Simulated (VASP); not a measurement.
Se, 6 atoms in the cell. Symmetry: R-3, No. 148, trigonal system. The conventional cell has a = 11.362 Å, b = 11.362 Å, c = 4.296 Å, α = 90.00°, β = 90.00°, γ = 120.00°. Within 3.1 Å of Se (site symmetry 1) lie 2 Se at 2.34 Å.  This cell differs from its parent crystal: zz strain of -3 %.

| Property | Result |
| --- | --- |
| Program | VASP 6.6.1 |
| Task | electric field gradients |
| Functional | PBEsol |
| Potentials or basis | VASP PAW PBE potentials, release 64 (Se) |
| Cutoff | 520 eV |
| k mesh | 6 × 6 × 6 |
| Occupations | fermi-dirac, width 0.01 eV |
| Spin | no spin polarisation |
| Dipole correction | no |
| Further INCAR settings | ALGO = Normal; EDIFF = 1e-08; NBANDS = 27 |

Potentials or basis: VASP PAW PBE potentials, release 64 (Se).

Command:

```bash
$ cat potpaw_PBE.64/Se/POTCAR > POTCAR
$ mpirun -np 1 vasp_std > vasp.out
```

Hardware: 1 thread of Intel(R) Xeon(R) Platinum 8559C (Emerald Rapids), on a shared host.

Problem. How long does it take, and how much memory?

Solution. Wall time 3 min on 1 thread of Intel(R) Xeon(R) Platinum 8559C (Emerald Rapids), with other jobs on the host, peak memory 0.39 GiB. Counts: scf iterations 15, k points 40.
